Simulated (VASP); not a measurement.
The system is V.

```
V
1.0
    -1.51435    1.51435    1.51435
     1.51435   -1.51435    1.51435
     1.51435    1.51435   -1.51435
V
1
Direct
  0.00000 0.00000 0.00000
```

Base run:

| Item | Value |
| --- | --- |
| Program | VASP 6.6.1 |
| Functional | LDA |
| Potentials or basis | VASP PAW LDA potentials, release 64 (V_sv) |
| Cutoff | 520 eV |
| k mesh | 15 × 15 × 15 |
| Occupations | fermi-dirac, width 0.08 eV |
| Spin | collinear spin, ferromagnetic start |
| Starting moments | [1.0] μB |
| Fixed moment | 1 μB |

Its results: pressure -12.5 GPa; site moments V +0.82 μB.

The run is repeated on the same cell with these changes: fixed moment from 1 μB to 0.75 μB; moments at the start from [1.0] to [0.75]. What comes out?

Pressure -15.0 GPa; site moments V +0.61 μB.

Caveats: the total moment is fixed, so each spin has its own Fermi level.
